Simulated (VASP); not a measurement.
# Pr3Mo (P4/mmm) in VASP: notebook

Runs on Pr3Mo. Level: PBE. Tasks: single point.

All numbers are computed with VASP 6.6.1; they aren't measurements. Logs are shortened: lines on timing, memory, paths and dates and some standing lists are left out, and cuts for length are marked.

## (1) The cell of the first run

Symmetry: P4/mmm, No. 123, tetragonal system. The conventional cell has a = 4.943 Å, b = 4.943 Å, c = 4.745 Å, α = 90.00°, β = 90.00°, γ = 90.00°. Pr (site symmetry 4/mmm) has 8 Pr at 3.43 Å and 4 Mo at 3.50 Å within 4.5 Å. Within 4.5 Å of Pr (site symmetry mmm) lie 8 Pr at 3.43 to 3.50 Å and 4 Mo at 3.43 Å. Mo (site symmetry 4/mmm) has 12 Pr at 3.43 to 3.50 Å within 4.5 Å.

The cell was built from a structure type or drawn by symmetry, and may not be a known phase.

## (2) Single point, PBE

INCAR

```
SYSTEM = Pr3Mo
ALGO     = Normal         ! electronic algorithm
EDIFF    = 1E-6           ! SCF threshold, eV
ENCUT    = 500            ! plane-wave cutoff, eV
GGA      = PE             ! functional
GGA_COMPAT= .False.      
ISIF     = 2              ! what is computed and relaxed
ISMEAR   = 0              ! smearing method
LASPH    = .True.         ! aspherical terms in the spheres
LCHARG   = .False.        ! write CHGCAR
LMAXMIX  = 6              ! l up to which the mixer works
LREAL    = .False.        ! projectors in reciprocal space
LWAVE    = .False.        ! write WAVECAR
NBANDS   = 32             ! bands
NELM     = 200            ! most SCF steps
PREC     = Accurate       ! precision mode
SIGMA    = 0.1            ! smearing width, eV
```

KPOINTS

```
k-points
0
Gamma
  4 4 4
  0 0 0
```

POSCAR

```
Pr3Mo
1.0
    4.9430661832      0.0000000000      0.0000000000
    0.0000000000      4.9430661832      0.0000000000
    0.0000000000      0.0000000000      4.7445013517
Pr Mo
3 1
Direct
    0.0000000000      0.0000000000      0.0000000000
    0.5000000000      0.0000000000      0.5000000000
    0.0000000000      0.5000000000      0.5000000000
    0.5000000000      0.5000000000      0.0000000000
```

Potentials or basis: VASP PAW PBE potentials, release 64 (Pr_3, Mo_sv), 4f in core.

Run with:

```
> cat potpaw_PBE.64/Pr_3/POTCAR potpaw_PBE.64/Mo_sv/POTCAR > POTCAR
> mpirun -np 1 vasp_std > vasp.out
```

OUTCAR:

```text
SYSTEM = Pr3Mo
   EDIFF = 1E-6
   ENCUT = 500
   GGA = PE
   ISIF = 2
   ISMEAR = 0
   LASPH = .True.
   LREAL = .False.
   NELM = 200
   PREC = Accurate

 ion  position               nearest neighbor table
   1  0.000  0.000  0.000-   2 3.43   3 3.43   2 3.43   3 3.43   3 3.43   3 3.43   2 3.43   2 3.43
                             4 3.50   4 3.50   4 3.50   4 3.50
   2  0.500  0.000  0.500-   1 3.43   4 3.43   1 3.43   4 3.43   4 3.43   4 3.43   1 3.43   1 3.43
                             3 3.50   3 3.50   3 3.50   3 3.50
   3  0.000  0.500  0.500-   1 3.43   4 3.43   1 3.43   4 3.43   1 3.43   1 3.43   4 3.43   4 3.43
                             2 3.50   2 3.50   2 3.50   2 3.50
   4  0.500  0.500  0.000-   2 3.43   3 3.43   2 3.43   3 3.43   2 3.43   2 3.43   3 3.43   3 3.43
                             1 3.50   1 3.50   1 3.50   1 3.50

  LATTYP: Found a simple tetragonal cell.
 ALAT       =     4.9430661832
 C/A-ratio  =     0.9598296231

  Lattice vectors:

 A1 = (   4.9430661832,   0.0000000000,   0.0000000000)
 A2 = (   0.0000000000,   4.9430661832,   0.0000000000)
 A3 = (   0.0000000000,   0.0000000000,   4.7445013517)

Analysis of symmetry for initial positions (statically):
=====================================================================
 Subroutine PRICEL returns:
 Original cell was already a primitive cell.

 Routine SETGRP: Setting up the symmetry group for a
 simple tetragonal supercell.

 Subroutine GETGRP returns: Found 16 space group operations
 (whereof 16 operations were pure point group operations)
 out of a pool of 16 trial point group operations.

The static configuration has the point symmetry D_4h.

Analysis of symmetry for dynamics (positions and initial velocities):
=====================================================================
 Subroutine PRICEL returns:
 Original cell was already a primitive cell.

 Routine SETGRP: Setting up the symmetry group for a
 simple tetragonal supercell.

 Subroutine GETGRP returns: Found 16 space group operations
 (whereof 16 operations were pure point group operations)
 out of a pool of 16 trial point group operations.

The dynamic configuration has the point symmetry D_4h.

 Subroutine INISYM returns: Found 16 space group operations
 (whereof 16 operations are pure point group operations),
 and found     1 'primitive' translations

----------------------------------------------------------------------------------------

                                     Primitive cell

  volume of cell :     115.9267

  direct lattice vectors                    reciprocal lattice vectors
     4.943066183  0.000000000  0.000000000     0.202303583  0.000000000  0.000000000
     0.000000000  4.943066183  0.000000000     0.000000000  0.202303583  0.000000000
     0.000000000  0.000000000  4.744501352     0.000000000  0.000000000  0.210770306

  length of vectors
     4.943066183  4.943066183  4.744501352     0.202303583  0.202303583  0.210770306

  position of ions in fractional coordinates (direct lattice)
     0.000000000  0.000000000  0.000000000
     0.500000000  0.000000000  0.500000000
     0.000000000  0.500000000  0.500000000
     0.500000000  0.500000000  0.000000000

  ion indices of the primitive-cell ions
   primitive index   ion index
                 1           1
                 2           2
                 3           3
                 4           4

----------------------------------------------------------------------------------------

 KPOINTS: k-points

Automatic generation of k-mesh.
 Grid dimensions read from file:
 generate k-points for:    4    4    4

 Generating k-lattice:

  Cartesian coordinates                     Fractional coordinates (reciprocal lattice)
     0.050575896  0.000000000  0.000000000     0.250000000  0.000000000  0.000000000
     0.000000000  0.050575896  0.000000000     0.000000000  0.250000000  0.000000000
     0.000000000  0.000000000  0.052692576     0.000000000  0.000000000  0.250000000

  Length of vectors
     0.050575896  0.050575896  0.052692576

  Shift w.r.t. Gamma in fractional coordinates (k-lattice)
     0.000000000  0.000000000  0.000000000

 Subroutine IBZKPT returns following result:
 ===========================================

 Found     18 irreducible k-points:

 Following reciprocal coordinates:
            Coordinates               Weight
  0.000000  0.000000  0.000000      1.000000
  0.250000  0.000000  0.000000      4.000000
  0.500000  0.000000  0.000000      2.000000
  0.250000  0.250000  0.000000      4.000000
  0.500000  0.250000  0.000000      4.000000
  0.500000  0.500000  0.000000      1.000000
[... 10 lines left out ...]
  0.500000  0.250000  0.500000      4.000000
  0.500000  0.500000  0.500000      1.000000
   k-points           NKPTS =     18   k-points in BZ     NKDIM =     18   number of bands    NBANDS=     32
   number of dos      NEDOS =    301   number of ions     NIONS =      4
   total plane-waves  NPLWV =  46656
   dimension x,y,z NGX =    36 NGY =   36 NGZ =   36
   dimension x,y,z NGXF=    72 NGYF=   72 NGZF=   72
   ions per type =               3   1
   NGX,Y,Z   is equivalent  to a cutoff of  12.11, 12.11, 12.61 a.u.
   NGXF,Y,Z  is equivalent  to a cutoff of  24.22, 24.22, 25.23 a.u.
 SYSTEM =  Pr3Mo
   PREC   = accura    normal or accurate (medium, high low for compatibility)
   ISTART =      0    job   : 0-new  1-cont  2-samecut
   ICHARG =      2    charge: 1-file 2-atom 10-const
   ISPIN  =      1    spin polarized calculation?
   LNONCOLLINEAR =      F non collinear calculations
   LSORBIT =      F    spin-orbit coupling
   LASPH  =      T    aspherical Exc in radial PAW
   ENCUT  =  500.0 eV  36.75 Ry    6.06 a.u.   9.01  9.01  8.65*2*pi/ulx,y,z
   NELM   =    200;   NELMIN=  2; NELMDL= -5     # of ELM steps
   EDIFF  = 0.1E-05   stopping-criterion for ELM
   LREAL  =      F    real-space projection
   EDIFFG = 0.1E-04   stopping-criterion for IOM
   NSW    =      0    number of steps for IOM
   IBRION =     -1    ionic relax: 0-MD 1-quasi-New 2-CG
   NFREE  =      0    steps in history (QN), initial steepest desc. (CG)
   ISIF   =      2    stress and relaxation
   ISYM   =      2    0-nonsym 1-usesym 2-fastsym
   POTIM  = 0.5000    time-step for ionic-motion
   TEBEG  =    0.0;   TEEND  =   0.0 temperature during run
   PSTRESS=    0.0 pullay stress
   NELECT =      47.0000    total number of electrons
   NUPDOWN=      -1.0000    fix difference up-down
   EMIN   =  10.00;   EMAX   =-10.00  energy-range for DOS
   EFERMI =   0.00;   METHOD = LEGACY
   ISMEAR =     0;   SIGMA  =   0.10  broadening in eV -4-tet -1-fermi 0-gaus
   EFERMI_NEDOS =   21; number of points for ismear=-14 and -15
   IALGO  =     38    algorithm
   IMIX   =      4    mixing-type and parameters
     AMIX     =   0.40;   BMIX     =  1.00
     AMIX_MAG =   1.60;   BMIX_MAG =  1.00
  volume/ion in A,a.u.               =      28.98       195.58
  Fermi-wavevector in a.u.,A,eV,Ry     =   1.211657  2.289699 19.974881  1.468112
  Thomas-Fermi vector in A             =   2.347166
   LORBIT       =      0    0 simple, 1 ext, 2 COOP (PROOUT), +10 PAW based schemes
   GGA     = PE    functional components
   LHFCALC =     F    Hartree Fock is set to
   AEXX    =    0.0000 exact exchange contribution
   IVDW    =     0    specifies the selected vdW correction
   LEPSILON=     F    determine dielectric tensor
   LRPA    =     F    only Hartree local field effects (RPA)
 non-spin polarized calculation
 Gauss-broadening in eV      SIGMA  =   0.10
  energy-cutoff  :      500.00
  volume of cell :      115.93
 maximum number of plane-waves:      2964
   NGX = 19   NGY = 19   NGZ = 17

 number of electron      46.9999996 magnetization

 Free energy of the ion-electron system (eV)
  ---------------------------------------------------
  ext. energy  EPLUGINS =         0.00000000
  ---------------------------------------------------
  free energy    TOTEN  =       -22.91691165 eV

  energy without entropy =      -22.88392965  energy(sigma->0) =      -22.90042065

 E-fermi :   4.9693     XC(G=0): -10.4474

 val. band max:        4.9597514413   @ k =   0.5000   0.5000   0.5000
 cond. band min:       4.9784735314   @ k =   0.2500   0.0000   0.5000
 fundamental gap:      0.0187220901
 Fermi energy:         4.9692641851

 k-point     1 :       0.0000    0.0000    0.0000
  band No.  band energies     occupation
      1     -55.5354      2.00000
      2     -31.3182      2.00000
      3     -30.9984      2.00000
      4     -30.9917      2.00000
      5     -29.6358      2.00000
      6     -29.5888      2.00000
[... 24 lines left out ...]
     31       9.1282      0.00000
     32       9.7197      0.00000

 k-point     2 :       0.2500    0.0000    0.0000
  band No.  band energies     occupation
      1     -55.5354      2.00000
      2     -31.2846      2.00000
      3     -31.0314      2.00000
      4     -30.9958      2.00000
      5     -29.6357      2.00000
      6     -29.5887      2.00000
[... 24 lines left out ...]
     31       7.7770      0.00000
     32       8.8564      0.00000

 k-point     3 :       0.5000    0.0000    0.0000
  band No.  band energies     occupation
      1     -55.5353      2.00000
      2     -31.2362      2.00000
      3     -31.0835      2.00000
      4     -30.9956      2.00000
      5     -29.6356      2.00000
      6     -29.5886      2.00000
[... 24 lines left out ...]
     31       7.3007      0.00000
     32       8.0615      0.00000

 k-point     4 :       0.2500    0.2500    0.0000
  band No.  band energies     occupation
      1     -55.5354      2.00000
      2     -31.2522      2.00000
      3     -31.0391      2.00000
      4     -31.0226      2.00000
      5     -29.6356      2.00000
      6     -29.5869      2.00000
[... 24 lines left out ...]
     31       8.1223      0.00000
     32       8.2686      0.00000

 k-point     5 :       0.5000    0.2500    0.0000
  band No.  band energies     occupation
      1     -55.5353      2.00000
      2     -31.2034      2.00000
      3     -31.0846      2.00000
      4     -31.0280      2.00000
      5     -29.6355      2.00000
      6     -29.5869      2.00000
[... 374 lines left out ...]
     31       7.5077      0.00000
     32       7.6715      0.00000

 k-point    16 :       0.2500    0.2500    0.5000
  band No.  band energies     occupation
      1     -55.5353      2.00000
      2     -31.1445      2.00000
      3     -31.1304      2.00000
      4     -31.0352      2.00000
      5     -29.6336      2.00000
      6     -29.5892      2.00000
[... 24 lines left out ...]
     31       6.4078      0.00000
     32       7.8381      0.00000

 k-point    17 :       0.5000    0.2500    0.5000
  band No.  band energies     occupation
      1     -55.5353      2.00000
      2     -31.1438      2.00000
      3     -31.0822      2.00000
      4     -31.0809      2.00000
      5     -29.6357      2.00000
      6     -29.5891      2.00000
[... 24 lines left out ...]
     31       6.8762      0.00000
     32       7.0278      0.00000

 k-point    18 :       0.5000    0.5000    0.5000
  band No.  band energies     occupation
      1     -55.5353      2.00000
      2     -31.1421      2.00000
      3     -31.0799      2.00000
      4     -31.0799      2.00000
      5     -29.6379      2.00000
      6     -29.5899      2.00000
[... 24 lines left out ...]
     31       7.0955      0.00000
     32       8.0654      0.00000

------------------------ aborting loop because EDIFF is reached ----------------------------------------

  FORCE on cell =-STRESS in cart. coord.  units (eV):
  Direction    XX          YY          ZZ          XY          YZ          ZX
  --------------------------------------------------------------------------------------
  -------------------------------------------------------------------------------------
  Total       -0.0625835     -0.0625835     -0.1765799      0.0000000      0.0000000      0.0000000
  in kB       -0.8649414     -0.8649414     -2.4404413      0.0000000      0.0000000      0.0000000
  external PRESSURE =      -1.3901080 kB  Pullay stress =       0.0000000 kB

 VOLUME and BASIS-vectors are now :
 -----------------------------------------------------------------------------
  energy-cutoff  :      500.00
  volume of cell :      115.93
      direct lattice vectors                 reciprocal lattice vectors
     4.943066183  0.000000000  0.000000000     0.202303583  0.000000000  0.000000000
     0.000000000  4.943066183  0.000000000     0.000000000  0.202303583  0.000000000
     0.000000000  0.000000000  4.744501352     0.000000000  0.000000000  0.210770306

 POSITION                                       TOTAL-FORCE (eV/Angst)
 -----------------------------------------------------------------------------------
      0.00000      0.00000      0.00000         0.000000      0.000000      0.000000
      2.47153      0.00000      2.37225         0.000000      0.000000      0.000000
      0.00000      2.47153      2.37225         0.000000      0.000000      0.000000
      2.47153      2.47153      0.00000         0.000000      0.000000      0.000000
 -----------------------------------------------------------------------------------
    total drift:                                0.000000      0.000000      0.000000

  FREE ENERGIE OF THE ION-ELECTRON SYSTEM (eV)
  ---------------------------------------------------
  free  energy   TOTEN  =       -22.9169116484 eV

  energy  without entropy=      -22.8839296516  energy(sigma->0) =      -22.90042065
```

Run time: 22 s. Hardware: 1 thread of Intel Xeon 6975P-C (Granite Rapids), shared host; peak memory 0.23 GiB.

Results:

```
Free energy            : -22.9169 eV
Pressure               : -0.1 GPa
Band gap on the k mesh : zero (an odd number of electrons rules out a gap without spin polarisation)
```

Caveat: spin-orbit coupling is left out, which moves the levels of the heavy elements; the 4f electrons are frozen in the core, so they carry no moment and show no levels. Spin polarisation is off, so any magnetic state and its effect on volume and gap are missing.

(Part 1 of 2 ends here.)
